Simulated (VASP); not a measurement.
# CsH (Fm-3m) in VASP: further runs, part 3 of 3

VASP 6.6.1. Earlier steps stand in the parts before.

### 6 Single point, r2SCAN+D4

This run uses another cell than the first one, of 34.67 Å³/atom, 1.126 times its volume.

Input file POSCAR:

```
CsH
1.0
    0.0000000000      3.2607154802      3.2607154802
    3.2607154802      0.0000000000      3.2607154802
    3.2607154802      3.2607154802      0.0000000000
Cs H
1 1
Direct
    0.0000000000      0.0000000000      0.0000000000
    0.5000000000      0.5000000000      0.5000000000
```

Input file INCAR.step1:

```
SYSTEM = CsH
PREC = Accurate
ENCUT = 550
ISMEAR = 0
SIGMA = 0.01
LREAL = .False.
LASPH = .True.
NELM = 120
NBANDS = 12
GGA = PE
ALGO = Normal
EDIFF = 1E-5
LWAVE = .True.
LCHARG = .False.
GGA_COMPAT = .False.
```

Input file INCAR.step2:

```
SYSTEM = CsH
PREC = Accurate
ENCUT = 550
EDIFF = 1E-6
ISMEAR = 0
SIGMA = 0.01
LREAL = .False.
LASPH = .True.
NELM = 120
ALGO = Normal
ISIF = 2
LWAVE = .False.
LCHARG = .False.
METAGGA = R2SCAN
LMIXTAU = .True.
IVDW = 13
VDW_S6 = 1.0
VDW_S8 = 0.6018749
VDW_A1 = 0.51559235
VDW_A2 = 5.77342911
NBANDS = 12
ISTART = 1
GGA_COMPAT = .False.
```

Input file KPOINTS:

```
regular mesh
0
Gamma
  5 5 5
  0 0 0
```

Potentials or basis: VASP PAW PBE potentials, release 64 (Cs_sv, H).

On the command line:

```sh
> cat potpaw_PBE.64/Cs_sv/POTCAR potpaw_PBE.64/H/POTCAR > POTCAR
> cp INCAR.step1 INCAR
> mpirun -np 1 vasp_std > vasp.out
> cp INCAR.step2 INCAR
> mpirun -np 1 vasp_std > vasp.out
```

OUTCAR:

```text
SYSTEM = CsH
   PREC = Accurate
   ENCUT = 550
   EDIFF = 1E-6
   ISMEAR = 0
   LREAL = .False.
   LASPH = .True.
   NELM = 120
   ISIF = 2
   METAGGA = R2SCAN
   IVDW = 13
   ISTART = 1

 ion  position               nearest neighbor table
   1  0.000  0.000  0.000-
   2  0.500  0.500  0.500-

  LATTYP: Found a face centered cubic cell.
 ALAT       =     6.5214309604

  Lattice vectors:

 A1 = (   0.0000000000,   3.2607154802,   3.2607154802)
 A2 = (   3.2607154802,   0.0000000000,   3.2607154802)
 A3 = (   3.2607154802,   3.2607154802,   0.0000000000)

Analysis of symmetry for initial positions (statically):
=====================================================================
 Subroutine PRICEL returns:
 Original cell was already a primitive cell.

 Routine SETGRP: Setting up the symmetry group for a
 face centered cubic supercell.

 Subroutine GETGRP returns: Found 48 space group operations
 (whereof 48 operations were pure point group operations)
 out of a pool of 48 trial point group operations.

The static configuration has the point symmetry O_h .

Analysis of symmetry for dynamics (positions and initial velocities):
=====================================================================
 Subroutine PRICEL returns:
 Original cell was already a primitive cell.

 Routine SETGRP: Setting up the symmetry group for a
 face centered cubic supercell.

 Subroutine GETGRP returns: Found 48 space group operations
 (whereof 48 operations were pure point group operations)
 out of a pool of 48 trial point group operations.

The dynamic configuration has the point symmetry O_h .

 Subroutine INISYM returns: Found 48 space group operations
 (whereof 48 operations are pure point group operations),
 and found     1 'primitive' translations

----------------------------------------------------------------------------------------

                                     Primitive cell

[... 102 lines left out ...]
   AEXX    =    0.0000 exact exchange contribution
   IVDW    =    13    specifies the selected vdW correction
   LEPSILON=     F    determine dielectric tensor
   LRPA    =     F    only Hartree local field effects (RPA)
 non-spin polarized calculation
 Gauss-broadening in eV      SIGMA  =   0.01
  energy-cutoff  :      550.00
  volume of cell :       69.34
 maximum number of plane-waves:      2085
   NGX = 17   NGY = 17   NGZ = 17

 number of electron      10.0000001 magnetization

 Free energy of the ion-electron system (eV)
  ---------------------------------------------------
  ext. energy  EPLUGINS =         0.00000000
  ---------------------------------------------------
  free energy    TOTEN  =       -28.98203352 eV

  energy without entropy =      -28.98203352  energy(sigma->0) =      -28.98203352

 E-fermi :  -0.5329     XC(G=0):  -7.2921

 val. band max:       -0.5901595303   @ k =   0.4000   0.0000   0.0000
 cond. band min:       2.5633686660   @ k =   0.4000   0.0000   0.0000
 fundamental gap:      3.1535281963
 Fermi energy:        -0.5328785497

 k-point     1 :       0.0000    0.0000    0.0000
  band No.  band energies     occupation
      1     -22.4785      2.00000
      2      -8.6264      2.00000
      3      -8.6264      2.00000
      4      -8.6264      2.00000
      5      -1.9326      2.00000
      6       5.2693      0.00000
      7       5.2693      0.00000
      8       5.2693      0.00000
      9       5.6697      0.00000
     10       7.0588      0.00000
     11       7.0588      0.00000
     12       8.7157      0.00000
[... 121 lines left out ...]
 k-point    10 :      -0.4000    0.4000    0.2000
  band No.  band energies     occupation
      1     -22.4026      2.00000
      2      -9.1177      2.00000
      3      -8.9533      2.00000
      4      -8.8202      2.00000
      5      -0.9734      2.00000
      6       3.8648      0.00000
      7       3.9652      0.00000
      8       5.7307      0.00000
      9       7.6003      0.00000
     10       8.0250      0.00000
     11       8.4891      0.00000
     12       9.9881      0.00000

------------------------ aborting loop because EDIFF is reached ----------------------------------------

  DFT-D4 for vdW energy calculation

  Edisp (eV):   -0.11802

  FORCE on cell =-STRESS in cart. coord.  units (eV):
  Direction    XX          YY          ZZ          XY          YZ          ZX
  --------------------------------------------------------------------------------------
  -------------------------------------------------------------------------------------
  Total      -0.35187    -0.35187    -0.35187     0.00000     0.00000    -0.00000
  in kB      -8.13062    -8.13062    -8.13062     0.00000     0.00000    -0.00000
  external pressure =       -8.13 kB  Pullay stress =        0.00 kB

 VOLUME and BASIS-vectors are now :
 -----------------------------------------------------------------------------
  energy-cutoff  :      550.00
  volume of cell :       69.34
      direct lattice vectors                 reciprocal lattice vectors
     0.000000000  3.260715480  3.260715480    -0.153340579  0.153340579  0.153340579
     3.260715480  0.000000000  3.260715480     0.153340579 -0.153340579  0.153340579
     3.260715480  3.260715480  0.000000000     0.153340579  0.153340579 -0.153340579

 POSITION                                       TOTAL-FORCE (eV/Angst)
 -----------------------------------------------------------------------------------
      0.00000      0.00000      0.00000        -0.000000      0.000000     -0.000000
      3.26072      3.26072      3.26072         0.000000     -0.000000      0.000000
 -----------------------------------------------------------------------------------
    total drift:                               -0.000000      0.000000      0.000000

  FREE ENERGIE OF THE ION-ELECTRON SYSTEM (eV)
  ---------------------------------------------------
  free  energy   TOTEN  =       -29.1000498592 eV

  energy  without entropy=      -29.1000498592  energy(sigma->0) =      -29.10004986
```

OUTCAR.step1:

```text
SYSTEM = CsH
   PREC = Accurate
   ENCUT = 550
   ISMEAR = 0
   LREAL = .False.
   LASPH = .True.
[... 354 lines left out ...]
      0.00000      0.00000      0.00000         0.000000      0.000000     -0.000000
      3.26072      3.26072      3.26072        -0.000000     -0.000000      0.000000
 -----------------------------------------------------------------------------------
    total drift:                               -0.000000      0.000000      0.000000

  FREE ENERGIE OF THE ION-ELECTRON SYSTEM (eV)
  ---------------------------------------------------
  free  energy   TOTEN  =        -4.5495523298 eV

  energy  without entropy=       -4.5495523298  energy(sigma->0) =       -4.54955233
```

OSZICAR.step1:

```text
N       E                     dE             d eps       ncg     rms          rms(c)
DAV:   1     0.437238167495E+02    0.43724E+02   -0.43043E+03   240   0.728E+02
DAV:   2    -0.192509437992E+01   -0.45649E+02   -0.43981E+02   308   0.108E+02
DAV:   3    -0.534656000979E+01   -0.34215E+01   -0.34161E+01   308   0.334E+01
DAV:   4    -0.537723501298E+01   -0.30675E-01   -0.30673E-01   268   0.346E+00
DAV:   5    -0.537735995993E+01   -0.12495E-03   -0.12495E-03   308   0.236E-01    0.375E+00
DAV:   6    -0.466416556945E+01    0.71319E+00   -0.61360E-01   280   0.273E+00    0.155E+00
DAV:   7    -0.452575814098E+01    0.13841E+00   -0.68569E-01   272   0.259E+00    0.686E-01
DAV:   8    -0.455971213838E+01   -0.33954E-01   -0.78417E-02   268   0.110E+00    0.474E-01
DAV:   9    -0.454908245844E+01    0.10630E-01   -0.19525E-02   264   0.579E-01    0.407E-02
DAV:  10    -0.454944966503E+01   -0.36721E-03   -0.32829E-03   260   0.208E-01    0.340E-02
DAV:  11    -0.454958135055E+01   -0.13169E-03   -0.42653E-04   264   0.910E-02    0.299E-02
DAV:  12    -0.454955088458E+01    0.30466E-04   -0.10599E-04   268   0.485E-02    0.231E-03
DAV:  13    -0.454955232983E+01   -0.14453E-05   -0.95559E-06   256   0.132E-02
   1 F= -.45495523E+01 E0= -.45495523E+01  d E =-.589158E-61
```

Run time: 69 s. Hardware: 1 thread of Intel Xeon 8259CL, shared host; peak memory 0.22 GiB.

Results:

```
Free energy                : -29.1000 eV
Pressure                   : -0.8 GPa
Band gap on the k mesh     : 3.15 eV, direct
Dispersion energy per atom : -0.059 eV
```

Levels at points of the mesh, in eV from the valence-band top:
| k point | band 1 | band 2 | band 3 | band 4 | band 5 | band 6 | band 7 | band 8 | band 9 | band 10 |
| --- | --- | --- | --- | --- | --- | --- | --- | --- | --- | --- |
| (0.00, 0.00, 0.00) | -21.89 | -8.04 | -8.04 | -8.04 | -1.34 | 5.86 | 5.86 | 5.86 | 6.26 | 7.65 |

Caveat: the PAW data sets were made with another functional, which shifts forces and pressure a little; spin-orbit coupling is left out, which moves the levels of the heavy elements. r2SCAN opens gaps a little over a GGA but as a rule still falls short of measured ones.

### 7 Summary

| cell | gap on the mesh (eV) | pressure (GPa) |
| --- | --- | --- |
| a = 4.432 Å, angles 60.0°, 2 atoms | 3.07 | 0.2 |
| a = 4.478 Å, angles 60.0°, 2 atoms | 3.09 | -0.1 |
| a = 4.523 Å, angles 60.0°, 2 atoms | 3.12 | -0.4 |
| a = 4.568 Å, angles 60.0°, 2 atoms | 3.14 | -0.6 |
| a = 4.611 Å, angles 60.0°, 2 atoms | 3.15 | -0.8 |

Alike in all rows: task single point; level r2SCAN+D4; potentials or basis VASP PAW PBE potentials, release 64 (Cs_sv, H); no spin polarisation; k mesh 5 × 5 × 5; cutoff (eV) 550; smearing gaussian 0.01 eV.

Caveats: the PAW data sets were made with another functional, which shifts forces and pressure a little; spin-orbit coupling is left out, which moves the levels of the heavy elements.

Absolute energies hang on the potentials; compare differences alone.
